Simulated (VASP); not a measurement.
# MgH2: single point with PBE

MgH2:

```
Mg H
1.0
     4.48488    0.00000    0.00000
     0.00000    4.48488    0.00000
     0.00000    0.00000    2.99648
Mg H
2 4
Direct
  0.00000 0.00000 0.00000
  0.50000 0.50000 0.50000
  0.30468 0.30468 0.00000
  0.19532 0.80468 0.50000
  0.80468 0.19532 0.50000
  0.69532 0.69532 0.00000
```

```json
{"Program": "VASP 6.6.1", "Task": "single point", "Functional": "PBE", "Potentials or basis": "VASP PAW PBE potentials, release 64 (Mg, H)", "Cutoff": "520 eV", "k mesh": "6 × 6 × 8", "Occupations": "gaussian, width 0.01 eV", "Spin": "no spin polarisation"}
```

```yaml
Pressure: 0.7 GPa
Largest_force: 0.017 eV/Å
Band_gap_on_the_k_mesh: 3.84 eV (least direct gap 4.60 eV)
```

Forces on the atoms (eV/Å):
```
Mg   0.000  0.000  0.000
Mg   0.000  0.000  0.000
H   -0.012 -0.012  0.000
H    0.012 -0.012  0.000
H   -0.012  0.012  0.000
H    0.012  0.012  0.000
```

Stress tensor (GPa, compression positive):
```
0.69 0.00 0.00
0.00 0.69 0.00
0.00 0.00 0.87
```

Levels at points of the mesh, in eV from the valence-band top:
```tsv
k point	band 1	band 2	band 3	band 4	band 5	band 6	band 7	band 8	band 9
(0.00, 0.00, 0.00)	-6.51	-1.46	-1.46	-0.44	4.73	5.11	9.25	9.25	11.06
(0.50, 0.00, 0.00)	-4.88	-4.88	-0.51	-0.51	5.38	5.38	10.16	10.16	11.89
(0.50, 0.50, 0.00)	-3.79	-3.79	-2.77	-2.77	9.15	9.15	9.26	9.26	13.36
(0.00, 0.00, 0.50)	-3.05	-3.05	-0.08	-0.08	6.41	6.41	6.85	6.85	8.89
(0.50, 0.00, 0.50)	-2.30	-2.30	-1.09	-1.09	5.21	5.21	6.88	6.88	8.78
(0.50, 0.50, 0.50)	-1.90	-1.90	-0.96	-0.96	3.91	3.91	4.19	4.19	13.15
```

It took 12 s on 1 thread of Intel(R) Xeon(R) 6975P-C (Granite Rapids), with other jobs on the host, peak memory 0.19 GiB.

Caveat: the structure was generated, so it needn't be the stable form of MgH2. A k mesh can miss the band edges.
